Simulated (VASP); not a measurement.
Input of a VASP 6.6.1 run:

INCAR

```
  ALGO = Fast
  EDIFF = 1E-7
  ENCUT = 520
  GGA = PE
  ISIF = 2
  ISMEAR = 0
  IVDW = 12
  LASPH = T
  LCHARG = F
  LREAL = F
  LWAVE = F
  NBANDS = 14
  NELM = 60
  PREC = Accurate
  SIGMA = 0.15
```

Contents of KPOINTS:

```
k-points
0
Gamma
  18 18 4
```

Contents of POSCAR:

```
Al
1.0
    2.6174000000      0.0000000000      0.0000000000
   -1.3087000000      2.2667348919      0.0000000000
    0.0000000000      0.0000000000      8.8418000000
Al
4
Direct
    0.0000000000      0.0000000000      0.0000000000
    0.3333333333      0.6666666667      0.2500000000
    0.0000000000      0.0000000000      0.5000000000
    0.6666666667      0.3333333333      0.7500000000
```

Potentials or basis: VASP PAW PBE potentials, release 64 (Al).

Run with:

```sh
$ cat potpaw_PBE.64/Al/POTCAR > POTCAR
$ mpirun -np 1 vasp_std > vasp.out
```

(1) Estimate the pressure.

(2) What does it give for the dispersion energy per atom?

Results:

(1) 24.8 GPa.

(2) -0.427 eV.

Caveat: pairwise dispersion overbinds metals, which lowers pressure and volume.
